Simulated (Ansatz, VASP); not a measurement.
## BN in VASP and in Ansatz

```xyz
2
Lattice="0.0000 1.7852 1.8124 1.7852 0.0000 1.8124 1.7852 1.7852 0.0000" Properties=species:S:1:pos:R:3 pbc="T T T"
B     0.0000    0.0000    0.0000
N     0.8926    0.8926    0.9062
```

Change from the starting cell: x and y stretched by -1.5 %, z held.

Alike in both runs: task single point; functional PBE; k mesh 16 × 16 × 16; occupations fermi-dirac, width 0.03 eV; no spin polarisation.

|  | VASP | Ansatz |
| --- | --- | --- |
| version | VASP 6.6.1 | Ansatz 0.2.0 |
| potentials or method | VASP PAW PBE potentials, release 64 (B, N), cutoff 600 eV | all-electron LAPW, scalar-relativistic |

|  | VASP | Ansatz | Ansatz less VASP |
| --- | --- | --- | --- |
| gap on the k mesh at the Fermi level (eV) | 4.34 | 4.35 | +0.009 |
| pressure (GPa) | 11.9 | 11.9 | -0.05 |
| traceless stress, the component that is largest in VASP (GPa) | -6.47 | -6.47 | -0.006 |

Ansatz ran all-electron here, and VASP with PAW potentials.
